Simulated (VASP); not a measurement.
**HfC: single point with r2SCAN**

The system is HfC.

```
CELL_PARAMETERS angstrom
3.31288 0.00000 0.00000
-1.65644 2.86904 0.00000
0.00000 0.00000 5.15605
ATOMIC_POSITIONS crystal
Hf 0.66667 0.33333 0.75000
Hf 0.33333 0.66667 0.25000
C 0.00000 0.00000 0.00000
C 0.00000 0.00000 0.50000
```

```
Program             : VASP 6.6.1
Task                : single point
Functional          : r2SCAN
Potentials or basis : VASP PAW PBE potentials, release 64 (Hf_pv, C)
Cutoff              : 520 eV
k mesh              : 8 × 8 × 5
Occupations         : fermi-dirac, width 0.1 eV
Spin                : no spin polarisation
```

| Quantity | Value |
| --- | --- |
| Pressure | 2.9 GPa |
| Band gap on the k mesh | zero (band 14 reaches 7.88 eV, above the bottom of band 15 at 6.49 eV) |

Stress tensor (GPa, compression positive):
```
1.00 0.00 0.00
0.00 1.00 0.00
0.00 0.00 6.62
```

Levels at points of the mesh, in eV from the Fermi level:
```tsv
k point	band 10	band 11	band 12	band 13	band 14	band 15	band 16	band 17	band 18	band 19
(0.00, 0.00, 0.00)	-3.39	-3.39	-1.42	-1.42	1.27	1.64	1.64	2.11	2.11	2.53
(0.50, 0.00, 0.00)	-4.38	-3.79	-3.58	-1.83	-1.32	1.58	4.71	5.12	5.27	5.93
```

Run time: 68 s on 1 thread of Intel(R) Xeon(R) 6975P-C (Granite Rapids), with other jobs on the host, peak memory 0.19 GiB.

Caveat: the PAW data sets were made with another functional, which shifts forces and pressure a little; spin-orbit coupling is left out, which moves the levels of the heavy elements.
